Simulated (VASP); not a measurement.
# HPbNO4 (P1) in VASP: further runs

HPbNO4 is run at these levels: PBE; tasks: single point.

Program: VASP 6.6.1. These are calculated values, not measurements. Logs are shortened: lines on timing, memory, paths and dates and some standing lists are left out, and cuts for length are marked.

**1. The cell of the first run**

The typed cell holds 7 atoms: a = 4.204 Å, b = 4.339 Å, c = 6.729 Å, α = 71.95°, β = 72.29°, γ = 62.23°.

**2. Single point, PBE (14.48 Å³/atom)**

Input file INCAR:

```
ALGO     = Normal         # electronic algorithm
EDIFF    = 1E-6           # SCF threshold, eV
ENCUT    = 520            # plane-wave cutoff, eV
GGA      = PE             # functional
ISIF     = 2              # what is computed and relaxed
ISMEAR   = -1             # smearing method
LASPH    = T              # aspherical terms in the spheres
LCHARG   = F              # write CHGCAR
LREAL    = F              # projectors in reciprocal space
LWAVE    = F              # write WAVECAR
NBANDS   = 31             # bands
NELM     = 60             # most SCF steps
PREC     = Accurate       # precision mode
SIGMA    = 0.05           # smearing width, eV
```

Input file KPOINTS:

```
k-points
0
Gamma
  5 5 4
```

Input file POSCAR:

```
HPbNO4
1.0
    4.1992300000      0.1111700000      0.1681700000
    1.9160000000      3.8913200000      0.1256800000
    1.7608500000      1.2525900000      6.3726600000
H Pb N O
1 1 1 4
Direct
    0.8914500000      0.6820200000      0.6279600000
    0.1442600000      0.9287200000      0.8835200000
    0.2567000000      0.2886100000      0.3017100000
    0.8310800000      0.6505600000      0.7840500000
    0.3869400000      0.2238000000      0.1129500000
    0.3110400000      0.0357600000      0.4585600000
    0.0772600000      0.6063300000      0.3227500000
```

Potentials or basis: VASP PAW PBE potentials, release 64 (H, Pb_d, N, O).

The run is started by

```sh
$ cat potpaw_PBE.64/H/POTCAR potpaw_PBE.64/Pb_d/POTCAR potpaw_PBE.64/N/POTCAR potpaw_PBE.64/O/POTCAR > POTCAR
$ mpirun -np 1 vasp_std > vasp.out
```

OUTCAR:

```text
EDIFF = 1E-6
   ENCUT = 520
   GGA = PE
   ISIF = 2
   ISMEAR = -1
   LASPH = T
   LREAL = F
   NELM = 60
   PREC = Accurate

 ion  position               nearest neighbor table
   1  0.891  0.682  0.628-   4 0.98
   2  0.144  0.929  0.884-   4 2.48   4 2.51   6 2.67   4 2.72   5 2.81   7 2.84   5 2.91   5 2.93

   3  0.257  0.289  0.302-   6 1.25   7 1.26   5 1.28
   4  0.831  0.651  0.784-   1 0.98   2 2.48   2 2.51   2 2.72
   5  0.387  0.224  0.113-   3 1.28   2 2.81   2 2.91   2 2.93
   6  0.311  0.036  0.459-   3 1.25   2 2.67
   7  0.077  0.606  0.323-   3 1.26   2 2.84

  LATTYP: Found a triclinic cell.
 ALAT       =     6.7290690222
 B/A-ratio  =     1.0080435208
 C/A-ratio  =     0.6247619357
 COS(alpha) =     0.0037064377
 COS(beta)  =     0.3041824545
 COS(gamma) =     0.7937729759

  Lattice vectors:

 A1 = (   1.7608500000,   1.2525900000,   6.3726600000)
 A2 = (  -0.1551500000,  -2.6387300000,   6.2469800000)
 A3 = (   4.1992300000,   0.1111700000,   0.1681700000)

Analysis of symmetry for initial positions (statically):
=====================================================================
 Subroutine PRICEL returns:
 Original cell was already a primitive cell.

 Routine SETGRP: Setting up the symmetry group for a
 triclinic supercell.

 Subroutine GETGRP returns: Found  1 space group operations
 (whereof  1 operations were pure point group operations)
 out of a pool of  2 trial point group operations.

The static configuration has the point symmetry C_1 .

Analysis of symmetry for dynamics (positions and initial velocities):
=====================================================================
 Subroutine PRICEL returns:
 Original cell was already a primitive cell.

 Routine SETGRP: Setting up the symmetry group for a
 triclinic supercell.

 Subroutine GETGRP returns: Found  1 space group operations
 (whereof  1 operations were pure point group operations)
 out of a pool of  2 trial point group operations.

The dynamic configuration has the point symmetry C_1 .

 Subroutine INISYM returns: Found  1 space group operations
 (whereof  1 operations are pure point group operations),
 and found     1 'primitive' translations

----------------------------------------------------------------------------------------

                                     Primitive cell

  volume of cell :     101.3902

  direct lattice vectors                    reciprocal lattice vectors
     4.199230000  0.111170000  0.168170000     0.243027768 -0.118243312 -0.043910244
     1.916000000  3.891320000  0.125680000    -0.004909750  0.261012831 -0.049947232
     1.760850000  1.252590000  6.372660000    -0.006316502 -0.002027272  0.159064151

  length of vectors
     4.204066188  4.339265238  6.729069022     0.273810311  0.265794149  0.159202425

  position of ions in fractional coordinates (direct lattice)
     0.891450000  0.682020000  0.627960000
     0.144260000  0.928720000  0.883520000
     0.256700000  0.288610000  0.301710000
     0.831080000  0.650560000  0.784050000
     0.386940000  0.223800000  0.112950000
     0.311040000  0.035760000  0.458560000
     0.077260000  0.606330000  0.322750000

  ion indices of the primitive-cell ions
   primitive index   ion index
                 1           1
                 2           2
                 3           3
                 4           4
                 5           5
                 6           6
                 7           7

----------------------------------------------------------------------------------------

 KPOINTS: k-points

Automatic generation of k-mesh.
 Grid dimensions read from file:
 generate k-points for:    5    5    4

 Generating k-lattice:

  Cartesian coordinates                     Fractional coordinates (reciprocal lattice)
     0.048605554 -0.023648662 -0.008782049     0.200000000 -0.000000000 -0.000000000
    -0.000981950  0.052202566 -0.009989446    -0.000000000  0.200000000  0.000000000
    -0.001579126 -0.000506818  0.039766038    -0.000000000 -0.000000000  0.250000000

  Length of vectors
     0.054762062  0.053158830  0.039800606

  Shift w.r.t. Gamma in fractional coordinates (k-lattice)
     0.000000000  0.000000000  0.000000000

 Subroutine IBZKPT returns following result:
 ===========================================

 Found     51 irreducible k-points:

 Following reciprocal coordinates:
            Coordinates               Weight
  0.000000  0.000000  0.000000      1.000000
  0.200000  0.000000  0.000000      2.000000
  0.400000 -0.000000  0.000000      2.000000
 -0.000000  0.200000  0.000000      2.000000
  0.200000  0.200000  0.000000      2.000000
  0.400000  0.200000  0.000000      2.000000
[... 16 lines left out ...]
 -0.200000  0.200000  0.250000      2.000000
 -0.000000  0.400000  0.250000      2.000000
 [... further k-points ...]
   k-points           NKPTS =     51   k-points in BZ     NKDIM =     51   number of bands    NBANDS=     31
   number of dos      NEDOS =    301   number of ions     NIONS =      7
   total plane-waves  NPLWV =  51200
   dimension x,y,z NGX =    32 NGY =   32 NGZ =   50
   dimension x,y,z NGXF=    64 NGYF=   64 NGZF=  100
   ions per type =               1   1   1   4
   NGX,Y,Z   is equivalent  to a cutoff of  12.65, 12.26, 12.35 a.u.
   NGXF,Y,Z  is equivalent  to a cutoff of  25.31, 24.52, 24.71 a.u.
 SYSTEM =  unknown system
   PREC   = accura    normal or accurate (medium, high low for compatibility)
   ISTART =      0    job   : 0-new  1-cont  2-samecut
   ICHARG =      2    charge: 1-file 2-atom 10-const
   ISPIN  =      1    spin polarized calculation?
   LNONCOLLINEAR =      F non collinear calculations
   LSORBIT =      F    spin-orbit coupling
   LASPH  =      T    aspherical Exc in radial PAW
   ENCUT  =  520.0 eV  38.22 Ry    6.18 a.u.   7.82  8.07 12.51*2*pi/ulx,y,z
   NELM   =     60;   NELMIN=  2; NELMDL= -5     # of ELM steps
   EDIFF  = 0.1E-05   stopping-criterion for ELM
   LREAL  =      F    real-space projection
   EDIFFG = 0.1E-04   stopping-criterion for IOM
   NSW    =      0    number of steps for IOM
   IBRION =     -1    ionic relax: 0-MD 1-quasi-New 2-CG
   NFREE  =      0    steps in history (QN), initial steepest desc. (CG)
   ISIF   =      2    stress and relaxation
   ISYM   =      2    0-nonsym 1-usesym 2-fastsym
   POTIM  = 0.5000    time-step for ionic-motion
   TEBEG  =    0.0;   TEEND  =   0.0 temperature during run
   PSTRESS=    0.0 pullay stress
   NELECT =      44.0000    total number of electrons
   NUPDOWN=      -1.0000    fix difference up-down
   EMIN   =  10.00;   EMAX   =-10.00  energy-range for DOS
   EFERMI =   0.00;   METHOD = LEGACY
   ISMEAR =    -1;   SIGMA  =   0.05  broadening in eV -4-tet -1-fermi 0-gaus
   EFERMI_NEDOS =   21; number of points for ismear=-14 and -15
   IALGO  =     38    algorithm
   IMIX   =      4    mixing-type and parameters
     AMIX     =   0.40;   BMIX     =  1.00
     AMIX_MAG =   1.60;   BMIX_MAG =  1.00
  volume/ion in A,a.u.               =      14.48        97.74
  Fermi-wavevector in a.u.,A,eV,Ry     =   1.239444  2.342210 20.901576  1.536223
  Thomas-Fermi vector in A             =   2.373927
   LORBIT       =      0    0 simple, 1 ext, 2 COOP (PROOUT), +10 PAW based schemes
   GGA     = PE    functional components
   LHFCALC =     F    Hartree Fock is set to
   AEXX    =    0.0000 exact exchange contribution
   IVDW    =     0    specifies the selected vdW correction
   LEPSILON=     F    determine dielectric tensor
   LRPA    =     F    only Hartree local field effects (RPA)
 non-spin polarized calculation
  energy-cutoff  :      520.00
  volume of cell :      101.39
 maximum number of plane-waves:      2745
   NGX = 15   NGY = 17   NGZ = 25

 number of electron      43.9999999 magnetization

 Free energy of the ion-electron system (eV)
  ---------------------------------------------------
  ext. energy  EPLUGINS =         0.00000000
  ---------------------------------------------------
  free energy    TOTEN  =       -40.42858053 eV

  energy without entropy =      -40.42858053  energy(sigma->0) =      -40.42858053

 E-fermi :   2.0507     XC(G=0):  -8.6162

 val. band max:        0.8766065196   @ k =   0.2000  -0.4000   0.2500
 cond. band min:       3.7218241775   @ k =  -0.2000   0.4000   0.5000
 fundamental gap:      2.8452176579
 Fermi energy:         2.0506842868

 k-point     1 :       0.0000    0.0000    0.0000
  band No.  band energies     occupation
      1     -25.0498      2.00000
      2     -19.6406      2.00000
      3     -19.3117      2.00000
      4     -16.7637      2.00000
      5     -14.4381      2.00000
      6     -14.4182      2.00000
[... 23 lines left out ...]
     30      12.4353      0.00000
     31      13.0518      0.00000

 k-point     2 :       0.2000    0.0000    0.0000
  band No.  band energies     occupation
      1     -25.0404      2.00000
      2     -19.6565      2.00000
      3     -19.3160      2.00000
      4     -16.7571      2.00000
      5     -14.4465      2.00000
      6     -14.4341      2.00000
[... 23 lines left out ...]
     30      11.7614      0.00000
     31      12.5676      0.00000

 k-point     3 :       0.4000   -0.0000    0.0000
  band No.  band energies     occupation
      1     -25.0251      2.00000
      2     -19.6839      2.00000
      3     -19.3207      2.00000
      4     -16.7499      2.00000
      5     -14.4506      2.00000
      6     -14.4350      2.00000
[... 23 lines left out ...]
     30      11.2009      0.00000
     31      12.3927      0.00000

 k-point     4 :      -0.0000    0.2000    0.0000
  band No.  band energies     occupation
      1     -25.0343      2.00000
      2     -19.6784      2.00000
      3     -19.3208      2.00000
      4     -16.7577      2.00000
      5     -14.4445      2.00000
      6     -14.4216      2.00000
[... 635 lines left out ...]
     30      11.2877      0.00000
     31      12.6542      0.00000

 k-point    23 :      -0.2000    0.2000    0.2500
  band No.  band energies     occupation
      1     -25.0203      2.00000
      2     -19.7054      2.00000
      3     -19.3274      2.00000
      4     -16.7491      2.00000
      5     -14.4512      2.00000
      6     -14.4333      2.00000
[... 23 lines left out ...]
     30      11.6580      0.00000
     31      12.4378      0.00000

 k-point    24 :      -0.0000    0.4000    0.2500
  band No.  band energies     occupation
      1     -25.0096      2.00000
      2     -19.7395      2.00000
      3     -19.3313      2.00000
      4     -16.7492      2.00000
      5     -14.4476      2.00000
      6     -14.4249      2.00000
[... 23 lines left out ...]
     30      11.2433      0.00000
     31      13.0270      0.00000

 [... further k-points ...]

------------------------ aborting loop because EDIFF is reached ----------------------------------------

  FORCE on cell =-STRESS in cart. coord.  units (eV):
  Direction    XX          YY          ZZ          XY          YZ          ZX
  --------------------------------------------------------------------------------------
  -------------------------------------------------------------------------------------
  Total       -0.1361464      0.6186533      0.6402620     -0.0368273     -0.0602121     -0.0210559
  in kB       -2.1513976      9.7760164     10.1174798     -0.5819484     -0.9514774     -0.3327276
  external PRESSURE =       5.9140329 kB  Pullay stress =       0.0000000 kB

 VOLUME and BASIS-vectors are now :
 -----------------------------------------------------------------------------
  energy-cutoff  :      520.00
  volume of cell :      101.39
      direct lattice vectors                 reciprocal lattice vectors
     4.199230000  0.111170000  0.168170000     0.243027768 -0.118243312 -0.043910244
     1.916000000  3.891320000  0.125680000    -0.004909750  0.261012831 -0.049947232
     1.760850000  1.252590000  6.372660000    -0.006316502 -0.002027272  0.159064151

 POSITION                                       TOTAL-FORCE (eV/Angst)
 -----------------------------------------------------------------------------------
      6.15590      3.53964      4.23741         0.003461     -0.007583     -0.108547
      3.94095      4.73667      5.77135         0.000819      0.007028      0.001510
      2.16219      1.52953      2.00214         0.006062     -0.046636     -0.084096
      6.11696      3.60602      5.21801        -0.003845      0.005328      0.096830
      2.25254      1.05537      0.81299         0.022346     -0.117590     -0.292309
      2.18210      0.74812      2.97905         0.006211     -0.256079      0.338210
      2.05448      2.77229      2.14597        -0.035054      0.415532      0.048402
 -----------------------------------------------------------------------------------
    total drift:                               -0.000557     -0.000168     -0.000580

  FREE ENERGIE OF THE ION-ELECTRON SYSTEM (eV)
  ---------------------------------------------------
  free  energy   TOTEN  =       -40.4285805267 eV

  energy  without entropy=      -40.4285805266  energy(sigma->0) =      -40.42858053
```

Wall time 2.3 min (1 thread of AMD EPYC 7R13 (Zen 3), shared host); peak memory 0.28 GiB.

What came out:

- Free energy: -40.4286 eV
- Pressure: 0.6 GPa
- Largest force: 0.424 eV/Å
- Band gap on the k mesh: 2.85 eV

Forces in eV/Å, atoms in the order of the input:
```
H    0.003 -0.008 -0.109
Pb   0.001  0.007  0.002
N    0.006 -0.047 -0.084
O   -0.004  0.005  0.097
O    0.022 -0.118 -0.292
O    0.006 -0.256  0.338
O   -0.035  0.416  0.048
```

Stress tensor (GPa, compression positive):
```
-0.22 -0.06 -0.03
-0.06  0.98 -0.10
-0.03 -0.10  1.01
```

Levels at points of the mesh, in eV from the valence-band top:
```tsv
k point	band 18	band 19	band 20	band 21	band 22	band 23	band 24	band 25	band 26	band 27
(0.00, 0.00, 0.00)	-2.03	-2.02	-1.53	-1.33	-0.70	3.58	4.35	5.50	6.26	6.32
(0.00, 0.00, 0.50)	-1.99	-1.53	-1.46	-1.26	-0.88	3.48	3.81	5.50	6.32	7.60
```

Caveat: the standard files for N, O and F lose accuracy on very short bonds; spin-orbit coupling is left out, which moves the levels of the heavy elements.

[end of part 1 of 2]
